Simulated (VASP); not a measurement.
**RbTbO2: vibrations by perturbation theory with PBE**

Crystal: RbTbO2.

```
Rb Tb O
1.0
     3.49986    0.00000    0.00000
    -1.74993    3.03097    0.00000
     0.00000    0.00000    6.73589
Rb Tb O
1 1 2
Cartesian
  0.0000 0.0000 3.3679
  0.0000 0.0000 0.0000
  0.0000 2.0206 1.1748
  1.7499 1.0103 5.5611
```

```json
{
 "Program": "VASP 6.6.1",
 "Task": "vibrations by perturbation theory",
 "Functional": "PBE",
 "Potentials or basis": "VASP PAW PBE potentials, release 64 (Rb_sv, Tb_3, O), 4f in core",
 "Cutoff": "600 eV",
 "k mesh": "6 × 6 × 4",
 "Occupations": "gaussian, width 0.01 eV",
 "Spin": "no spin polarisation",
 "Dipole correction": "no",
 "Further INCAR settings": "ALGO = Normal; EDIFF = 1e-08; NBANDS = 23; IBRION = 8; NSW = 1"
}
```

* Electronic dielectric tensor (diagonal): 3.85, 3.85, 3.51
* Born charges (mean of the diagonal): Rb +1.28; Tb +3.70; O -2.49 e
* Highest phonon frequency at Γ, LO-TO splitting left out: 454 cm⁻¹

Phonon frequencies in cm⁻¹ (negative: imaginary):
```csv
q point,frequencies
"(0.000, 0.000, 0.000)",0 0 0 26 26 136 208 208 314 336 336 454
```

Electronic dielectric tensor:
```
3.85 0.00 0.00
0.00 3.85 0.00
0.00 0.00 3.51
```

Born effective charge tensors (e):
atom 1, Rb
```
1.09 0.00 0.00
0.00 1.09 0.00
0.00 0.00 1.65
```
atom 2, Tb
```
4.25 0.00 0.00
0.00 4.25 0.00
0.00 0.00 2.61
```
atom 3, O
```
-2.67  0.00  0.00
 0.00 -2.67  0.00
 0.00  0.00 -2.13
```
atom 4, O
```
-2.67  0.00  0.00
 0.00 -2.67  0.00
 0.00  0.00 -2.13
```

It took 16 min on 1 thread of Intel(R) Xeon(R) 6975P-C (Granite Rapids), on a shared host, peak memory 0.59 GiB.

Caveat: spin-orbit coupling is left out, which moves the levels of the heavy elements; the 4f electrons are frozen in the core, so they carry no moment and show no levels; the run has no spin polarisation, though such a crystal can be magnetic. Spin polarisation is off, so any magnetic state and its effect on volume and gap are missing.
